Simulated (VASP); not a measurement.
# H9ClO4 in VASP: further runs

H9ClO4 is run at these levels: r2SCAN+D3(BJ); tasks: single point.

All numbers are computed with VASP 6.6.1; they aren't measurements. Logs are shortened: lines on timing, memory, paths and dates and some standing lists are left out, and cuts for length are marked.

## 1. The cell of the first run

The cell holds a disordered packing, 14 atoms: a = 6.058 Å, b = 6.058 Å, c = 6.058 Å, α = 90.00°, β = 90.00°, γ = 90.00°.

## 2. Single point, r2SCAN+D3(BJ)

The input, POSCAR:

```
H9ClO4
1.0
    6.0577750000      0.0000000000      0.0000000000
    0.0000000000      6.0577750000      0.0000000000
    0.0000000000      0.0000000000      6.0577750000
O H Cl
4 9 1
Direct
    0.4536110760      0.1549070347      0.1829669499
    0.5546042382      0.4180994027      0.8134414482
    0.1279187510      0.3240747040      0.4631409706
    0.8119700549      0.9860042540      0.9031853554
    0.4671870375     -0.0020900973      0.2019710578
    0.3417073523      0.2020904333      0.2888710884
    0.6352078419      0.3237245225      0.7139633433
    0.5145702707      0.3218951365      0.9365097437
    0.1697278385      0.4754025984      0.4917260456
    0.1310803528      0.2580775770      0.6080858093
    0.9482784449      0.9045088864      0.9119068601
    0.8101058453      1.0726167064      1.0369811884
    0.4433096424      0.6683232728      0.7457241947
    0.3096550536      0.8235903687      0.6630624445
```

The input, INCAR.step1:

```
PREC = Accurate
ENCUT = 520
ISMEAR = -1
SIGMA = 0.02
LREAL = False
LASPH = True
NELM = 100
NBANDS = 33
GGA = PE
ALGO = Normal
EDIFF = 1E-4
LWAVE = True
LCHARG = False
```

The input, INCAR.step2:

```
PREC = Accurate
ENCUT = 520
EDIFF = 1E-6
ISMEAR = -1
SIGMA = 0.02
LREAL = False
LASPH = True
NELM = 100
ALGO = Normal
ISIF = 2
LWAVE = False
LCHARG = True
METAGGA = R2SCAN
LMIXTAU = True
IVDW = 12
VDW_S6 = 1.0
VDW_S8 = 0.78981345
VDW_A1 = 0.49484001
VDW_A2 = 5.73083694
LELF = True
LVHAR = True
NBANDS = 33
ISTART = 1
```

The input, KPOINTS:

```
Automatic mesh
0
Gamma
  1 1 1
```

Potentials or basis: VASP PAW PBE potentials, release 64 (O, H, Cl).

Command:

```
cat potpaw_PBE.64/O/POTCAR potpaw_PBE.64/H/POTCAR potpaw_PBE.64/Cl/POTCAR > POTCAR
cp INCAR.step1 INCAR
mpirun -np 1 vasp_gam > vasp.out
cp INCAR.step2 INCAR
mpirun -np 1 vasp_gam > vasp.out
```

OUTCAR:

```text
PREC = Accurate
   ENCUT = 520
   EDIFF = 1E-6
   ISMEAR = -1
   LREAL = False
   LASPH = True
   NELM = 100
   ISIF = 2
   METAGGA = R2SCAN
   IVDW = 12
   ISTART = 1
 IVDW          = 12

 ion  position               nearest neighbor table
   1  0.454  0.155  0.183-   5 0.96   6 0.98
   2  0.555  0.418  0.813-   7 0.96   8 0.98
   3  0.128  0.324  0.463-  10 0.96   9 0.97
   4  0.812  0.986  0.903-  11 0.96  12 0.97
   5  0.467  0.998  0.202-   1 0.96
   6  0.342  0.202  0.289-   1 0.98
   7  0.635  0.324  0.714-   2 0.96
   8  0.515  0.322  0.937-   2 0.98
   9  0.170  0.475  0.492-   3 0.97
  10  0.131  0.258  0.608-   3 0.96
  11  0.948  0.905  0.912-   4 0.96
  12  0.810  0.073  0.037-   4 0.97
  13  0.443  0.668  0.746-  14 1.34
  14  0.310  0.824  0.663-  13 1.34

  LATTYP: Found a simple cubic cell.
 ALAT       =     6.0577750000

  Lattice vectors:

 A1 = (   6.0577750000,   0.0000000000,   0.0000000000)
 A2 = (   0.0000000000,   6.0577750000,   0.0000000000)
 A3 = (   0.0000000000,   0.0000000000,   6.0577750000)

Analysis of symmetry for initial positions (statically):
=====================================================================
 Subroutine PRICEL returns:
 Original cell was already a primitive cell.

 Routine SETGRP: Setting up the symmetry group for a
 simple cubic supercell.

 Subroutine GETGRP returns: Found  1 space group operations
 (whereof  1 operations were pure point group operations)
 out of a pool of 48 trial point group operations.

The static configuration has the point symmetry C_1 .

Analysis of symmetry for dynamics (positions and initial velocities):
=====================================================================
 Subroutine PRICEL returns:
 Original cell was already a primitive cell.

 Routine SETGRP: Setting up the symmetry group for a
 simple cubic supercell.

 Subroutine GETGRP returns: Found  1 space group operations
 (whereof  1 operations were pure point group operations)
 out of a pool of 48 trial point group operations.

[... 106 lines left out ...]
   ISIF   =      2    stress and relaxation
   ISYM   =      2    0-nonsym 1-usesym 2-fastsym
   POTIM  = 0.5000    time-step for ionic-motion
   TEBEG  =    0.0;   TEEND  =   0.0 temperature during run
   PSTRESS=    0.0 pullay stress
   NELECT =      40.0000    total number of electrons
   NUPDOWN=      -1.0000    fix difference up-down
   EMIN   =  10.00;   EMAX   =-10.00  energy-range for DOS
   EFERMI =   0.00;   METHOD = LEGACY
   ISMEAR =    -1;   SIGMA  =   0.02  broadening in eV -4-tet -1-fermi 0-gaus
   EFERMI_NEDOS =   21; number of points for ismear=-14 and -15
   IALGO  =     38    algorithm
   IMIX   =      4    mixing-type and parameters
     AMIX     =   0.40;   BMIX     =  1.00
     AMIX_MAG =   1.60;   BMIX_MAG =  1.00
  volume/ion in A,a.u.               =      15.88       107.15
  Fermi-wavevector in a.u.,A,eV,Ry     =   0.924233  1.746548 11.622199  0.854207
  Thomas-Fermi vector in A             =   2.049957
   LORBIT       =      0    0 simple, 1 ext, 2 COOP (PROOUT), +10 PAW based schemes
   METAGGA = R2SCAN    functional components
   LHFCALC =     F    Hartree Fock is set to
   AEXX    =    0.0000 exact exchange contribution
   IVDW    =    12    specifies the selected vdW correction
   LEPSILON=     F    determine dielectric tensor
   LRPA    =     F    only Hartree local field effects (RPA)
 non-spin polarized calculation
  energy-cutoff  :      520.00
  volume of cell :      222.30
 maximum number of plane-waves:      3016
 NGX is ok and might be reduce to    48
   NGX = 23   NGY = 23   NGZ = 23

 number of electron      39.9999998 magnetization

 Free energy of the ion-electron system (eV)
  ---------------------------------------------------
  ext. energy  EPLUGINS =         0.00000000
  ---------------------------------------------------
  free energy    TOTEN  =       -73.35617837 eV

  energy without entropy =      -73.35617837  energy(sigma->0) =      -73.35617837

 E-fermi :  -4.5855     XC(G=0):  -5.6644

 val. band max:       -5.0938328994   @ k =   0.0000   0.0000   0.0000
 cond. band min:       0.6784393250   @ k =   0.0000   0.0000   0.0000
 fundamental gap:      5.7722722243
 Fermi energy:        -4.5854635603

 k-point     1 :       0.0000    0.0000    0.0000
  band No.  band energies     occupation
      1     -24.6503      2.00000
      2     -24.3248      2.00000
      3     -24.1032      2.00000
      4     -24.0255      2.00000
      5     -19.1437      2.00000
      6     -11.3541      2.00000
[... 24 lines left out ...]
     31       6.8893      0.00000
     32       7.4336      0.00000
 [bands above 32 left out]

------------------------ aborting loop because EDIFF is reached ----------------------------------------

 Edisp (eV)   -0.19569

 E8    (eV) :    -0.0317

  FORCE on cell =-STRESS in cart. coord.  units (eV):
  Direction    XX          YY          ZZ          XY          YZ          ZX
  --------------------------------------------------------------------------------------
  -------------------------------------------------------------------------------------
  Total      -0.68392    -1.39326    -0.59186     0.07161     0.38490    -0.11253
  in kB      -4.92921   -10.04160    -4.26567     0.51608     2.77406    -0.81103
  external pressure =       -6.41 kB  Pullay stress =        0.00 kB

 VOLUME and BASIS-vectors are now :
 -----------------------------------------------------------------------------
  energy-cutoff  :      520.00
  volume of cell :      222.30
      direct lattice vectors                 reciprocal lattice vectors
     6.057775000  0.000000000  0.000000000     0.165077112  0.000000000  0.000000000
     0.000000000  6.057775000  0.000000000     0.000000000  0.165077112  0.000000000
     0.000000000  0.000000000  6.057775000     0.000000000  0.000000000  0.165077112

 POSITION                                       TOTAL-FORCE (eV/Angst)
 -----------------------------------------------------------------------------------
      2.74787      0.93839      1.10837         0.077472      0.102641     -0.105582
      3.35967      2.53275      4.92765        -0.047037      0.136474     -0.008371
      0.77490      1.96317      2.80560         0.027010     -0.084377     -0.053393
      4.91873      5.97299      5.47129         0.086644      0.135039      0.088734
      2.83011      6.04511      1.22350         0.029934     -0.117627     -0.093730
      2.06999      1.22422      1.74992        -0.147991      0.165298      0.116443
      3.84795      1.96105      4.32503         0.087587      0.001383     -0.123007
      3.11715      1.94997      5.67317        -0.116434     -0.007960      0.215525
      1.02817      2.87988      2.97877         0.019539      0.205510     -0.029796
      0.79406      1.56338      3.68365        -0.028854     -0.157541      0.081006
      5.74446      5.47931      5.52413         0.107484     -0.111269     -0.137784
      4.90744      0.43990      0.22402        -0.103526      0.103861      0.052278
      2.68547      4.04855      4.51743        -0.163087     -0.134170     -0.122748
      1.87582      4.98913      4.01668         0.171259     -0.237259      0.120425
 -----------------------------------------------------------------------------------
    total drift:                               -0.001032      0.001258      0.001403

  FREE ENERGIE OF THE ION-ELECTRON SYSTEM (eV)
  ---------------------------------------------------
  free  energy   TOTEN  =       -73.5518669771 eV

  energy  without entropy=      -73.5518669771  energy(sigma->0) =      -73.55186698
```

OUTCAR.step1:

```text
PREC = Accurate
   ENCUT = 520
   ISMEAR = -1
   LREAL = False
   LASPH = True
   NELM = 100
[... 277 lines left out ...]
      4.90744      0.43990      0.22402        -0.095325      0.299602      0.376930
      2.68547      4.04855      4.51743        -0.034346     -0.289063     -0.038909
      1.87582      4.98913      4.01668         0.015460     -0.112574      0.025789
 -----------------------------------------------------------------------------------
    total drift:                                0.002388      0.002468      0.002769

  FREE ENERGIE OF THE ION-ELECTRON SYSTEM (eV)
  ---------------------------------------------------
  free  energy   TOTEN  =       -64.3623462082 eV

  energy  without entropy=      -64.3623462081  energy(sigma->0) =      -64.36234621
```

Run time: 74 s. Hardware: 1 thread of Intel Xeon Platinum 8259CL at 2.50GHz (Skylake/Cascade Lake), shared host; peak memory 0.33 GiB.

Results:

```
Free energy                : -73.5519 eV
Pressure                   : -0.6 GPa
Largest force              : 0.316 eV/Å
Dispersion energy per atom : -0.014 eV
```

Forces in eV/Å, atoms in the order of the input:
```
O    0.077  0.103 -0.106
O   -0.047  0.136 -0.008
O    0.027 -0.084 -0.053
O    0.087  0.135  0.089
H    0.030 -0.118 -0.094
H   -0.148  0.165  0.116
H    0.088  0.001 -0.123
H   -0.116 -0.008  0.216
H    0.020  0.206 -0.030
H   -0.029 -0.158  0.081
H    0.107 -0.111 -0.138
H   -0.104  0.104  0.052
H   -0.163 -0.134 -0.123
Cl   0.171 -0.237  0.120
```

Stress tensor (GPa, compression positive):
```
-0.49  0.05 -0.08
 0.05 -1.00  0.28
-0.08  0.28 -0.43
```

Caveat: the k points lie up to 1.04 Å⁻¹ apart, too coarse for converged energies, forces and pressures; the PAW data sets were made with another functional, which shifts forces and pressure a little.

(Continued in part 2 of 2.)
